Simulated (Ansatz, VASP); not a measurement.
# One calculation of CoSi2, two programs

The input INCAR:

```
SYSTEM = CoSi2
ALGO = Normal
EDIFF = 1E-6
ENCUT = 600
GGA = PS
GGA_COMPAT = .FALSE.
ISIF = 2
ISMEAR = -1
LASPH = .TRUE.
LCHARG = .FALSE.
LREAL = .FALSE.
LWAVE = .FALSE.
NBANDS = 16
NELM = 120
PREC = Accurate
SIGMA = 0.1
```

Contents of KPOINTS:

```
k-points
0
G
  11 11 11
  0 0 0
```

File POSCAR:

```
CoSi2
1.0
    0.0000000000      2.6020020115      2.6020020115
    2.6020020115      0.0000000000      2.6020020115
    2.6020020115      2.6020020115      0.0000000000
Co Si
1 2
Direct
    0.0000000000      0.0000000000      0.0000000000
    0.2500000000      0.2500000000      0.2500000000
    0.7500000000      0.7500000000      0.7500000000
```

Input for Ansatz:

```yaml
crystal:
  lattice:
    - [0.0, 2.6020020115, 2.6020020115]
    - [2.6020020115, 0.0, 2.6020020115]
    - [2.6020020115, 2.6020020115, 0.0]
  atoms:
    - { symbol: Co, position: [0.0, 0.0, 0.0] }
    - { symbol: Si, position: [0.25, 0.25, 0.25] }
    - { symbol: Si, position: [0.75, 0.75, 0.75] }
kpoints:
  mp_grid: { grid: [11, 11, 11] }
scf:
  occupations: { method: fermi_dirac, width: 0.1 }
hamiltonian:
  xc: pbesol
  pseudopotentials: { kind: all_electron, lapw: { basis_error: 0.001 } }
output:
  forces: true
  stress: true
  eigenvalues: true
  populations: true
```

Change from the starting cell: volume scaled by 0.94, LAPW.

Alike in both runs: task single point; functional PBEsol; k mesh 11 × 11 × 11; occupations fermi-dirac, width 0.1 eV; no spin polarisation.

|  | VASP | Ansatz |
| --- | --- | --- |
| version | VASP 6.6.1 | Ansatz 0.2.0 |
| potentials or method | VASP PAW PBE potentials, release 64 (Co, Si), cutoff 600 eV | all-electron LAPW, scalar-relativistic |

VASP gave:

| Item | Value |
| --- | --- |
| pressure (GPa) | 13.9 |

Question: Which values does Ansatz return?

Answer: Pressure (GPa): 13.8.

VASP's potentials were made for PBE, not for PBEsol. Ansatz ran all-electron here, and VASP with PAW potentials.
